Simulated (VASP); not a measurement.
# BP (F-43m) in VASP: further runs, part 2 of 2

VASP 6.6.1.

**4. Single point, B3LYP**

This run uses another cell than the first one, of 11.88 Å³/atom, 1.017 times its volume.

POSCAR

```
BP
1.0
    0.0000000000      2.2818895977      2.2818895977
    2.2818895977      0.0000000000      2.2818895977
    2.2818895977      2.2818895977      0.0000000000
P B
1 1
Direct
    0.7500000000      0.7500000000      0.7500000000
    0.0000000000      0.0000000000      0.0000000000
```

INCAR.step1

```
ALGO = Normal
EDIFF = 1E-5
ENCUT = 520
GGA = PE
ISIF = 2
ISMEAR = -1
LASPH = True
LCHARG = False
LREAL = False
LWAVE = True
NBANDS = 11
NELM = 80
PREC = Accurate
SIGMA = 0.05
```

INCAR.step2

```
AEXX = 0.2
AGGAC = 0.81
AGGAX = 0.72
ALDAC = 0.19
ALGO = Normal
EDIFF = 1E-6
ENCUT = 520
GGA = B3
ISIF = 2
ISMEAR = -1
ISTART = 1
LASPH = True
LCHARG = False
LHFCALC = True
LREAL = False
LWAVE = False
NBANDS = 11
NELM = 80
PREC = Accurate
PRECFOCK = Normal
SIGMA = 0.05
```

KPOINTS

```
k-points
0
Gamma
  5 5 5
```

Potentials or basis: VASP PAW PBE potentials, release 64 (P, B).

The run is started by

```
> cat potpaw_PBE.64/P/POTCAR potpaw_PBE.64/B/POTCAR > POTCAR
> cp INCAR.step1 INCAR
> mpirun -np 1 vasp_std > vasp.out
> cp INCAR.step2 INCAR
> mpirun -np 1 vasp_std > vasp.out
```

OUTCAR:

```text
AEXX = 0.2
   EDIFF = 1E-6
   ENCUT = 520
   GGA = B3
   ISIF = 2
   ISMEAR = -1
   ISTART = 1
   LASPH = True
   LHFCALC = True
   LREAL = False
   NELM = 80
   PREC = Accurate
   PRECFOCK = Normal

 ion  position               nearest neighbor table
   1  0.750  0.750  0.750-   2 1.98   2 1.98   2 1.98   2 1.98
   2  0.000  0.000  0.000-   1 1.98   1 1.98   1 1.98   1 1.98

  LATTYP: Found a face centered cubic cell.
 ALAT       =     4.5637791954

  Lattice vectors:

 A1 = (   0.0000000000,   2.2818895977,   2.2818895977)
 A2 = (   2.2818895977,   0.0000000000,   2.2818895977)
 A3 = (   2.2818895977,   2.2818895977,   0.0000000000)

Analysis of symmetry for initial positions (statically):
=====================================================================
 Subroutine PRICEL returns:
 Original cell was already a primitive cell.

 Routine SETGRP: Setting up the symmetry group for a
 face centered cubic supercell.

 Subroutine GETGRP returns: Found 24 space group operations
 (whereof 24 operations were pure point group operations)
 out of a pool of 48 trial point group operations.

The static configuration has the point symmetry T_d .

Analysis of symmetry for dynamics (positions and initial velocities):
=====================================================================
 Subroutine PRICEL returns:
 Original cell was already a primitive cell.

 Routine SETGRP: Setting up the symmetry group for a
 face centered cubic supercell.

 Subroutine GETGRP returns: Found 24 space group operations
 (whereof 24 operations were pure point group operations)
 out of a pool of 48 trial point group operations.

The dynamic configuration has the point symmetry T_d .

 Subroutine INISYM returns: Found 24 space group operations
 (whereof 24 operations are pure point group operations),
 and found     1 'primitive' translations

[... 111 lines left out ...]
   AEXX    =    0.2000 exact exchange contribution
   HFSCREEN=    0.0000 screening length (either q_TF or 0.3 A-1)
   HFSCREENC=   0.0000 screening length for correlation (either q_TF or 0.3 A-1)
   ENCUTFOCK=  -1.0 apply spherical cutoff to Coloumb kernel
   IVDW    =     0    specifies the selected vdW correction
   LEPSILON=     F    determine dielectric tensor
   LRPA    =     F    only Hartree local field effects (RPA)
 non-spin polarized calculation
  energy-cutoff  :      520.00
  volume of cell :       23.76
 maximum number of plane-waves:       656
  NGX = 20; NGY = 20; NGZ = 20

 number of electron       7.9999999 magnetization

 Free energy of the ion-electron system (eV)
  ---------------------------------------------------
  ext. energy  EPLUGINS =         0.00000000
  ---------------------------------------------------
  free energy    TOTEN  =       -14.06828591 eV

  energy without entropy =      -14.06828591  energy(sigma->0) =      -14.06828591

 E-fermi :   7.8519     XC(G=0):  -8.5378

 val. band max:        6.7299684524   @ k =   0.0000   0.0000   0.0000
 cond. band min:       9.4836611328   @ k =   0.4000   0.4000   0.0000
 fundamental gap:      2.7536926804
 Fermi energy:         7.8519199547

 k-point     1 :       0.0000    0.0000    0.0000
  band No.  band energies     occupation
      1      -9.7431      2.00000
      2       6.7300      2.00000
      3       6.7300      2.00000
      4       6.7300      2.00000
      5      11.6431      0.00000
      6      11.6431      0.00000
      7      11.6431      0.00000
      8      15.6079      0.00000
      9      20.0085      0.00000
     10      20.7533      0.00000
     11      20.7533      0.00000
[... 113 lines left out ...]
 k-point    10 :      -0.4000    0.4000    0.2000
  band No.  band energies     occupation
      1      -5.2826      2.00000
      2      -1.3000      2.00000
      3       0.9061      2.00000
      4       2.3289      2.00000
      5      12.9520      0.00000
      6      14.0487      0.00000
      7      15.1538      0.00000
      8      19.0479      0.00000
      9      20.0616      0.00000
     10      23.1170      0.00000
     11      26.5324      0.00000

------------------------ aborting loop because EDIFF is reached ----------------------------------------

  FORCE on cell =-STRESS in cart. coord.  units (eV):
  Direction    XX          YY          ZZ          XY          YZ          ZX
  --------------------------------------------------------------------------------------
  -------------------------------------------------------------------------------------
  Total       -0.0554120     -0.0554120     -0.0554120      0.0000000      0.0000000      0.0000000
  in kB       -3.7359488     -3.7359488     -3.7359488      0.0000000      0.0000000      0.0000000
  external PRESSURE =      -3.7359488 kB  Pullay stress =       0.0000000 kB

 VOLUME and BASIS-vectors are now :
 -----------------------------------------------------------------------------
  energy-cutoff  :      520.00
  volume of cell :       23.76
      direct lattice vectors                 reciprocal lattice vectors
     0.000000000  2.281889598  2.281889598    -0.219116648  0.219116648  0.219116648
     2.281889598  0.000000000  2.281889598     0.219116648 -0.219116648  0.219116648
     2.281889598  2.281889598  0.000000000     0.219116648  0.219116648 -0.219116648

 POSITION                                       TOTAL-FORCE (eV/Angst)
 -----------------------------------------------------------------------------------
      3.42283      3.42283      3.42283        -0.000000     -0.000000     -0.000000
      0.00000      0.00000      0.00000         0.000000      0.000000      0.000000
 -----------------------------------------------------------------------------------
    total drift:                               -0.000000     -0.000000     -0.000000

  FREE ENERGIE OF THE ION-ELECTRON SYSTEM (eV)
  ---------------------------------------------------
  free  energy   TOTEN  =       -14.0682859104 eV

  energy  without entropy=      -14.0682859104  energy(sigma->0) =      -14.06828591
```

Run time: 3 min. Hardware: 1 thread of Intel Xeon Platinum 8259CL at 2.50GHz (Skylake/Cascade Lake), shared host; peak memory 0.14 GiB.

What came out:

| Quantity | Value |
| --- | --- |
| Free energy | -14.0683 eV |
| Pressure | -0.4 GPa |
| Band gap on the k mesh | 2.75 eV, indirect (least direct gap 4.91 eV) |

Levels at points of the mesh, in eV from the valence-band top:
```
           k point  band 1  band 2  band 3  band 4  band 5  band 6  band 7  band 8  band 9
(0.00, 0.00, 0.00)  -16.47    0.00    0.00    0.00    4.91    4.91    4.91    8.88   13.28
```

Caveat: the k points lie up to 0.48 Å⁻¹ apart; the PAW data sets were made with another functional, which shifts forces and pressure a little. A k mesh can miss the band edges.

**5. The runs side by side**

```tsv
level	spin	cell	smearing	share of exact exchange	screening parameter	gap on the mesh (eV)	pressure (GPa)
PBE-based screened hybrid	collinear, ferromagnetic start	a = 3.209 Å, angles 60.0°, 2 atoms	gaussian 0.15 eV	0.25	0.3 1/Å	1.79	-1.5
PBEsol-based screened hybrid	off	a = 3.209 Å, angles 60.0°, 2 atoms	fermi-dirac 0.05 eV	0.25	0.207 1/Å	1.91	-3.6
B3LYP	off	a = 3.227 Å, angles 60.0°, 2 atoms	fermi-dirac 0.05 eV	-	-	2.75	-0.4
```

Alike in all rows: task single point; potentials or basis VASP PAW PBE potentials, release 64 (P, B); k mesh 5 × 5 × 5; cutoff (eV) 520.

Caveats: all runs use coarse meshes; the PAW data sets were made with another functional, which shifts forces and pressure a little.

Absolute energies hang on the potentials; compare differences alone.
